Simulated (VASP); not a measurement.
Set up this calculation in VASP 6.6.1, as the native input.

| Item | Value |
| --- | --- |
| Task | single point |
| Functional | PBE |
| Potentials or basis | VASP PAW PBE potentials, release 64 (Bi_d, H) |
| Cutoff | 520 eV |
| k mesh | 6 × 6 × 4 |
| Occupations | gaussian, width 0.1 eV |
| Spin | no spin polarisation |
| Dipole correction | no |
| Further INCAR settings | ALGO = Normal; EDIFF = 1e-06; NBANDS = 18 |

The structure of BiH4 lies in POSCAR:

```
BiH4
1.0
    3.3082122969      0.0000000000      0.0000000000
    0.0000000000      3.3082122969      0.0000000000
    0.0000000000      0.0000000000      4.3946181727
Bi H
1 4
Direct
    0.0000000000      0.0000000000      0.0000000000
    0.0000000000      0.0000000000      0.5000000000
    0.5000000000      0.5000000000      0.0000000000
    0.0000000000      0.5000000000      0.5000000000
    0.5000000000      0.0000000000      0.5000000000
```

The cell was built from a structure type or drawn by symmetry, and may not be a known phase.

One way to write it, as run:

INCAR

```
ALGO = Normal ; EDIFF = 1E-6
ENCUT = 520 ; GGA = PE
ISIF = 2 ; ISMEAR = 0
LASPH = True ; LCHARG = True
LELF = True ; LREAL = False
LVHAR = True ; LWAVE = False
NBANDS = 18 ; NELM = 100
PREC = Accurate ; SIGMA = 0.1
```

KPOINTS

```
k-points
0
Gamma
  6 6 4
```

Potentials or basis: VASP PAW PBE potentials, release 64 (Bi_d, H).

Launch:

```console
$ cat potpaw_PBE.64/Bi_d/POTCAR potpaw_PBE.64/H/POTCAR > POTCAR
$ mpirun -np 1 vasp_std > vasp.out
```

Results of the run:

The pressure is -0.1 GPa and the band gap on the k mesh is zero (an odd number of electrons rules out a gap without spin polarisation).

Caveat: spin-orbit coupling is left out, which moves the levels of the heavy elements.

Run time: 22 s on 1 thread of Intel(R) Xeon(R) Platinum 8488C (Sapphire Rapids) (shared host), peak memory 0.17 GiB.
